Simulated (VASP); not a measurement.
# NbCu7O4 (R-3m) in VASP: single point with PBEsol

Aim: the single point of NbCu7O4 with PBEsol.

Everything below comes from runs of VASP 6.6.1. Logs are shortened: lines on timing, memory, paths and dates and some standing lists are left out, and cuts for length are marked.

### 1 The cell of the first run

Symmetry: R-3m, No. 166, trigonal system. The conventional cell has a = 6.038 Å, b = 6.038 Å, c = 14.790 Å, α = 90.00°, β = 90.00°, γ = 120.00°. Nb (site symmetry -3m) has 2 O at 1.98 Å within 2.6 Å. Cu (site symmetry -3m) has 2 O at 1.81 Å within 2.4 Å. Cu (site symmetry 2/m) has 2 O at 1.81 Å within 2.4 Å. Within 2.5 Å of Cu (site symmetry 2/m) lie 2 O at 1.86 Å. Within 2.4 Å of O (site symmetry 3m) lie 3 Cu at 1.81 Å and 1 Nb at 1.98 Å. O (site symmetry 3m) has 4 Cu at 1.81 to 1.86 Å within 2.4 Å.

### 2 Single point, PBEsol, collinear spin

Contents of INCAR:

```
SYSTEM = NbCu7O4
PREC = Accurate
ENCUT = 600
EDIFF = 1E-6
ISMEAR = 0
SIGMA = 0.05
LREAL = .FALSE.
LASPH = .TRUE.
NELM = 200
ALGO = Normal
ISIF = 2
LWAVE = .FALSE.
LCHARG = .FALSE.
ISPIN = 2
MAGMOM = 4 0 0 0 0 0 0 0 0 0 0 0
LORBIT = 11
LMAXMIX = 4
GGA = PS
NBANDS = 73
GGA_COMPAT = .FALSE.
```

Contents of KPOINTS:

```
Automatic mesh
0
G
  4 4 4
  0 0 0
```

Contents of POSCAR:

```
NbCu7O4
1.0
    0.0000000000      4.2696000000      4.2696000000
    4.2696000000      0.0000000000      4.2696000000
    4.2696000000      4.2696000000      0.0000000000
Nb Cu O
1 7 4
Direct
    0.1250000000      0.1250000000      0.1250000000
    0.6250000000      0.6250000000      0.6250000000
    0.1250000000      0.1250000000      0.6250000000
    0.6250000000      0.6250000000      0.1250000000
    0.6250000000      0.1250000000      0.1250000000
    0.1250000000      0.6250000000      0.6250000000
    0.1250000000      0.6250000000      0.1250000000
    0.6250000000      0.1250000000      0.6250000000
    0.9913073566      0.9913073566      0.9913073566
    0.5024377478      0.5024377478      0.5024377478
    0.2586926434      0.2586926434      0.2586926434
    0.7475622522      0.7475622522      0.7475622522
```

Potentials or basis: VASP PAW PBE potentials, release 64 (Nb_sv, Cu, O).

Started as:

```sh
> cat potpaw_PBE.64/Nb_sv/POTCAR potpaw_PBE.64/Cu/POTCAR potpaw_PBE.64/O/POTCAR > POTCAR
> mpirun -np 1 vasp_std > vasp.out
```

OUTCAR:

```text
SYSTEM = NbCu7O4
   PREC = Accurate
   ENCUT = 600
   EDIFF = 1E-6
   ISMEAR = 0
   LREAL = .FALSE.
   LASPH = .TRUE.
   NELM = 200
   ISIF = 2
   ISPIN = 2
   LORBIT = 11
   GGA = PS

 ion  position               nearest neighbor table
   1  0.125  0.125  0.125-   9 1.98  11 1.98
   2  0.625  0.625  0.625-  10 1.81  12 1.81
   3  0.125  0.125  0.625-   9 1.81  11 1.81
   4  0.625  0.625  0.125-  10 1.86  12 1.86
   5  0.625  0.125  0.125-   9 1.81  11 1.81
   6  0.125  0.625  0.625-  10 1.86  12 1.86
   7  0.125  0.625  0.125-   9 1.81  11 1.81
   8  0.625  0.125  0.625-  10 1.86  12 1.86
   9  0.991  0.991  0.991-   3 1.81   5 1.81   7 1.81   1 1.98
  10  0.502  0.502  0.502-   2 1.81   4 1.86   6 1.86   8 1.86
  11  0.259  0.259  0.259-   3 1.81   5 1.81   7 1.81   1 1.98
  12  0.748  0.748  0.748-   2 1.81   4 1.86   6 1.86   8 1.86

  LATTYP: Found a face centered cubic cell.
 ALAT       =     8.5392000000

  Lattice vectors:

 A1 = (   0.0000000000,   4.2696000000,   4.2696000000)
 A2 = (   4.2696000000,   0.0000000000,   4.2696000000)
 A3 = (   4.2696000000,   4.2696000000,   0.0000000000)

Analysis of symmetry for initial positions (statically):
=====================================================================
 Subroutine PRICEL returns:
 Original cell was already a primitive cell.

 Routine SETGRP: Setting up the symmetry group for a
 face centered cubic supercell.

 Subroutine GETGRP returns: Found 12 space group operations
 (whereof  6 operations were pure point group operations)
 out of a pool of 48 trial point group operations.

The static configuration has the point symmetry C_3v.
 The point group associated with its full space group is D_3d.

Analysis of symmetry for dynamics (positions and initial velocities):
=====================================================================
 Subroutine PRICEL returns:
 Original cell was already a primitive cell.

 Routine SETGRP: Setting up the symmetry group for a
 face centered cubic supercell.

 Subroutine GETGRP returns: Found 12 space group operations
 (whereof  6 operations were pure point group operations)
 out of a pool of 48 trial point group operations.

The dynamic configuration has the point symmetry C_3v.
 The point group associated with its full space group is D_3d.

Analysis of structural, dynamic, and magnetic symmetry:
=====================================================================
 Subroutine PRICEL returns:
 Original cell was already a primitive cell.

 Routine SETGRP: Setting up the symmetry group for a
 face centered cubic supercell.

 Subroutine GETGRP returns: Found 12 space group operations
 (whereof  6 operations were pure point group operations)
 out of a pool of 48 trial point group operations.

The overall configuration has the point symmetry C_3v.
 The point group associated with its full space group is D_3d.

 Subroutine INISYM returns: Found 12 space group operations
 (whereof  6 operations are pure point group operations),
 and found     1 'primitive' translations

----------------------------------------------------------------------------------------

                                     Primitive cell

  volume of cell :     155.6652

  direct lattice vectors                    reciprocal lattice vectors
     0.000000000  4.269600000  4.269600000    -0.117106989  0.117106989  0.117106989
     4.269600000  0.000000000  4.269600000     0.117106989 -0.117106989  0.117106989
     4.269600000  4.269600000  0.000000000     0.117106989  0.117106989 -0.117106989

  length of vectors
     6.038126226  6.038126226  6.038126226     0.202835255  0.202835255  0.202835255

  position of ions in fractional coordinates (direct lattice)
     0.125000000  0.125000000  0.125000000
     0.625000000  0.625000000  0.625000000
     0.125000000  0.125000000  0.625000000
     0.625000000  0.625000000  0.125000000
     0.625000000  0.125000000  0.125000000
     0.125000000  0.625000000  0.625000000
     0.125000000  0.625000000  0.125000000
     0.625000000  0.125000000  0.625000000
     0.991307357  0.991307357  0.991307357
     0.502437748  0.502437748  0.502437748
[... 74 lines left out ...]
   LASPH  =      T    aspherical Exc in radial PAW
   ENCUT  =  600.0 eV  44.10 Ry    6.64 a.u.  12.06 12.06 12.06*2*pi/ulx,y,z
   NELM   =    200;   NELMIN=  2; NELMDL= -5     # of ELM steps
   EDIFF  = 0.1E-05   stopping-criterion for ELM
   LREAL  =      F    real-space projection
   EDIFFG = 0.1E-04   stopping-criterion for IOM
   NSW    =      0    number of steps for IOM
   IBRION =     -1    ionic relax: 0-MD 1-quasi-New 2-CG
   NFREE  =      0    steps in history (QN), initial steepest desc. (CG)
   ISIF   =      2    stress and relaxation
   ISYM   =      2    0-nonsym 1-usesym 2-fastsym
   POTIM  = 0.5000    time-step for ionic-motion
   TEBEG  =    0.0;   TEEND  =   0.0 temperature during run
   PSTRESS=    0.0 pullay stress
   NELECT =     114.0000    total number of electrons
   NUPDOWN=      -1.0000    fix difference up-down
   EMIN   =  10.00;   EMAX   =-10.00  energy-range for DOS
   EFERMI =   0.00;   METHOD = LEGACY
   ISMEAR =     0;   SIGMA  =   0.05  broadening in eV -4-tet -1-fermi 0-gaus
   EFERMI_NEDOS =   21; number of points for ismear=-14 and -15
   IALGO  =     38    algorithm
   IMIX   =      4    mixing-type and parameters
     AMIX     =   0.40;   BMIX     =  1.00
     AMIX_MAG =   1.60;   BMIX_MAG =  1.00
  volume/ion in A,a.u.               =      12.97        87.54
  Fermi-wavevector in a.u.,A,eV,Ry     =   1.475636  2.788548 29.626710  2.177502
  Thomas-Fermi vector in A             =   2.590261
   LORBIT       =     11    0 simple, 1 ext, 2 COOP (PROOUT), +10 PAW based schemes
   GGA     = PS    functional components
   LHFCALC =     F    Hartree Fock is set to
   AEXX    =    0.0000 exact exchange contribution
   IVDW    =     0    specifies the selected vdW correction
   LEPSILON=     F    determine dielectric tensor
   LRPA    =     F    only Hartree local field effects (RPA)
 spin polarized calculation
 Gauss-broadening in eV      SIGMA  =   0.05
  energy-cutoff  :      600.00
  volume of cell :      155.67
 maximum number of plane-waves:      5218
   NGX = 25   NGY = 25   NGZ = 25

 number of electron     114.0000088 magnetization       0.8702387

 Free energy of the ion-electron system (eV)
  ---------------------------------------------------
  ext. energy  EPLUGINS =         0.00000000
  ---------------------------------------------------
  free energy    TOTEN  =       -65.61728174 eV

  energy without entropy =      -65.61171742  energy(sigma->0) =      -65.61449958

 E-fermi :   6.4266     XC(G=0): -11.5208

 val. band max:        6.4203871759   @ k =   0.5000   0.2500   0.5000
 cond. band min:       6.4312331202   @ k =  -0.2500   0.5000   0.2500
 fundamental gap:      0.0108459444
 Fermi energy:         6.4266351648

 spin component 1

 k-point     1 :       0.0000    0.0000    0.0000
  band No.  band energies     occupation
      1     -49.4224      1.00000
      2     -26.2638      1.00000
      3     -25.3000      1.00000
      4     -25.3000      1.00000
      5     -15.4443      1.00000
      6     -14.3166      1.00000
[... 925 lines left out ...]
     68      11.8996      0.00000
     69      12.3558      0.00000
 Fermi energy:         6.4266351648

 spin component 2

 k-point     1 :       0.0000    0.0000    0.0000
  band No.  band energies     occupation
      1     -49.1754      1.00000
      2     -26.1209      1.00000
      3     -24.9528      1.00000
      4     -24.9528      1.00000
      5     -15.4366      1.00000
      6     -14.2619      1.00000
[... 925 lines left out ...]
     68      12.0061      0.00000
     69      12.4151      0.00000
 [bands above 69 left out]

------------------------ aborting loop because EDIFF is reached ----------------------------------------

  FORCE on cell =-STRESS in cart. coord.  units (eV):
  Direction    XX          YY          ZZ          XY          YZ          ZX
  --------------------------------------------------------------------------------------
  -------------------------------------------------------------------------------------
  Total        1.3952415      1.3952415      1.3952415     -0.8365209     -0.8365209     -0.8365209
  in kB       14.3604614     14.3604614     14.3604614     -8.6098544     -8.6098544     -8.6098544
  external PRESSURE =      14.3604614 kB  Pullay stress =       0.0000000 kB

 VOLUME and BASIS-vectors are now :
 -----------------------------------------------------------------------------
  energy-cutoff  :      600.00
  volume of cell :      155.67
      direct lattice vectors                 reciprocal lattice vectors
     0.000000000  4.269600000  4.269600000    -0.117106989  0.117106989  0.117106989
     4.269600000  0.000000000  4.269600000     0.117106989 -0.117106989  0.117106989
     4.269600000  4.269600000  0.000000000     0.117106989  0.117106989 -0.117106989

 POSITION                                       TOTAL-FORCE (eV/Angst)
 -----------------------------------------------------------------------------------
      1.06740      1.06740      1.06740        -0.000000     -0.000000     -0.000000
      5.33700      5.33700      5.33700        -0.000000     -0.000000     -0.000000
      3.20220      3.20220      1.06740        -0.000000      0.000000     -0.000000
      3.20220      3.20220      5.33700        -0.000000     -0.000000     -0.000000
      1.06740      3.20220      3.20220        -0.000000     -0.000000     -0.000000
      5.33700      3.20220      3.20220        -0.000000      0.000000     -0.000000
      3.20220      1.06740      3.20220        -0.000000      0.000000     -0.000000
      3.20220      5.33700      3.20220        -0.000000      0.000000     -0.000000
      8.46497      8.46497      8.46497         0.127625      0.127625      0.127625
      4.29042      4.29042      4.29042        -0.102800     -0.102800     -0.102800
      2.20903      2.20903      2.20903        -0.127625     -0.127625     -0.127625
      6.38358      6.38358      6.38358         0.102800      0.102800      0.102800
 -----------------------------------------------------------------------------------
    total drift:                                0.000000      0.000000      0.000000

  FREE ENERGIE OF THE ION-ELECTRON SYSTEM (eV)
  ---------------------------------------------------
  free  energy   TOTEN  =       -65.6172817411 eV

  energy  without entropy=      -65.6117174185  energy(sigma->0) =      -65.61449958

 total charge

# of ion       s       p       d       tot
------------------------------------------
    1        2.188   5.996   2.377  10.560
    2        0.456   0.355   9.219  10.030
    3        0.423   0.375   9.235  10.033
    4        0.430   0.364   9.176   9.970
    5        0.423   0.375   9.235  10.033
    6        0.430   0.364   9.176   9.970
    7        0.423   0.375   9.235  10.033
    8        0.430   0.364   9.176   9.970
    9        1.550   3.521   0.000   5.071
   10        1.555   3.438   0.000   4.993
   11        1.550   3.521   0.000   5.071
   12        1.555   3.438   0.000   4.993
--------------------------------------------------
tot         11.414  22.484  66.830 100.729

 magnetization (x)

# of ion       s       p       d       tot
------------------------------------------
    1        0.012   0.004   0.366   0.383
    2        0.001  -0.000   0.011   0.012
    3       -0.000   0.002   0.008   0.010
    4        0.001   0.007   0.047   0.054
    5       -0.000   0.002   0.008   0.010
    6        0.001   0.007   0.047   0.054
    7       -0.000   0.002   0.008   0.010
    8        0.001   0.007   0.047   0.054
    9        0.001   0.000   0.000   0.001
   10        0.006   0.025   0.000   0.030
   11        0.001   0.000   0.000   0.001
   12        0.006   0.025   0.000   0.030
--------------------------------------------------
tot          0.029   0.079   0.541   0.649
```

It took 21 min on 1 thread of Intel Xeon 8259CL, shared host; peak memory 0.57 GiB.

What came out:

```
Free energy                                           : -65.6173 eV
Pressure                                              : 1.4 GPa
Largest force                                         : 0.221 eV/Å
Net moment                                            : 0.87 μB per cell
Site moments                                          : Nb +0.38; Cu +0.01, +0.05 (each value once); O +0.00, +0.03 (each value once) μB
Valence electrons inside the program's atomic spheres : Nb 10.56; Cu 10.03, 9.97 (each value once); O 5.07, 4.99 (each value once)
```

Forces on the atoms (eV/Å):
```
Nb   0.000  0.000  0.000
Cu   0.000  0.000  0.000
Cu   0.000  0.000  0.000
Cu   0.000  0.000  0.000
Cu   0.000  0.000  0.000
Cu   0.000  0.000  0.000
Cu   0.000  0.000  0.000
Cu   0.000  0.000  0.000
O    0.128  0.128  0.128
O   -0.103 -0.103 -0.103
O   -0.128 -0.128 -0.128
O    0.103  0.103  0.103
```

Caveat: a moment this small can come from the mesh or the smearing; the PAW data sets were made with another functional, which shifts forces and pressure a little. With open d or f shells a metallic result of PBEsol can be an artefact of self-interaction; +U or a hybrid may open a gap.
